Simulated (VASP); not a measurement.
Set up this calculation in VASP 6.6.1, as the native input.

* Task: single point
* Functional: PBE
* Potentials or basis: VASP PAW PBE potentials, release 64 (W_sv, Se)
* Cutoff: 520 eV
* k mesh: 12 × 12 × 2
* Occupations: gaussian, width 0.02 eV
* Spin: no spin polarisation
* Dipole correction: no
* Further INCAR settings: ALGO = Normal; EDIFF = 1e-06; NBANDS = 35

The structure of WSe2 lies in POSCAR:

```
WSe2
1.0
    3.3209866793      0.0000000000      0.0000000000
   -1.6604933396      2.8760588299      0.0000000000
    0.0000000000      0.0000000000     15.0438209013
W Se
2 4
Direct
    0.6666666667      0.3333333333      0.7500000000
    0.3333333333      0.6666666667      0.2500000000
    0.3333333333      0.6666666667      0.8615431190
    0.6666666667      0.3333333333      0.3615431190
    0.3333333333      0.6666666667      0.6384568810
    0.6666666667      0.3333333333      0.1384568810
```

The input as run:

INCAR

```
PREC = Accurate
ENCUT = 520
EDIFF = 1E-6
ISMEAR = 0
SIGMA = 0.02
LREAL = F
LASPH = T
NELM = 80
ALGO = Normal
ISIF = 2
LWAVE = F
LCHARG = F
GGA = PE
NBANDS = 35
```

KPOINTS

```
Automatic mesh
0
Gamma
  12 12 2
```

Potentials or basis: VASP PAW PBE potentials, release 64 (W_sv, Se).

Command:

```bash
$ cat potpaw_PBE.64/W_sv/POTCAR potpaw_PBE.64/Se/POTCAR > POTCAR
$ mpirun -np 1 vasp_std > vasp.out
```

It gave:

- Pressure: 0.3 GPa
- Largest force: 0.045 eV/Å
- Band gap on the k mesh: 1.46 eV (least direct gap 1.52 eV)

Caveat: spin-orbit coupling is left out, which moves the levels of the heavy elements; this functional lacks dispersion, which binds layers or chains, so the pressure and a relaxed spacing across them are unreliable.

Wall time 2 min on 1 thread of Intel(R) Xeon(R) 6975P-C (Granite Rapids), with other jobs on the host, peak memory 0.37 GiB.
